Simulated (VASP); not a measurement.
Wanted: the native input for a VASP 6.6.1 run.

```
Task                   : single point
Functional             : PBEsol
Potentials or basis    : VASP PAW PBE potentials, release 64 (Pb_d, S)
Cutoff                 : 520 eV
k mesh                 : 7 × 7 × 7
Occupations            : fermi-dirac, width 0.05 eV
Spin                   : no spin polarisation
Dipole correction      : no
Further INCAR settings : ALGO = Normal; EDIFF = 1e-06; NBANDS = 17
```

The structure of PbS lies in POSCAR:

```
PbS
1.0
    3.5729331144      0.0000000000      0.0000000000
    0.0000000000      3.5729331144      0.0000000000
    0.0000000000      0.0000000000      3.5729331144
Pb S
1 1
Direct
    0.0000000000      0.0000000000      0.0000000000
    0.5000000000      0.5000000000      0.5000000000
```

The input as run:

INCAR

```
PREC = Accurate
ENCUT = 520
EDIFF = 1E-6
ISMEAR = -1
SIGMA = 0.05
LREAL = False
LASPH = True
NELM = 60
ALGO = Normal
ISIF = 2
LWAVE = False
LCHARG = False
GGA = PS
NBANDS = 17
```

KPOINTS

```
regular mesh
0
Gamma
  7 7 7
```

Potentials or basis: VASP PAW PBE potentials, release 64 (Pb_d, S).

Launch:

```bash
$ cat potpaw_PBE.64/Pb_d/POTCAR potpaw_PBE.64/S/POTCAR > POTCAR
$ mpirun -np 1 vasp_std > vasp.out
```

Results of the run:

```json
{
  "Pressure": "0.0 GPa",
  "Band gap on the k mesh": "zero (bands 10 and 11 overlap by 0.15 eV)"
}
```

Caveat: semilocal functionals underestimate gaps, and a narrow one can read as zero; the PAW data sets were made with another functional, which shifts forces and pressure a little; spin-orbit coupling is left out, which moves the levels of the heavy elements.

Run time: 6.2 s on 1 thread of AMD EPYC 9R45 96-Core Processor (Zen 5), on a shared host, peak memory 0.13 GiB.
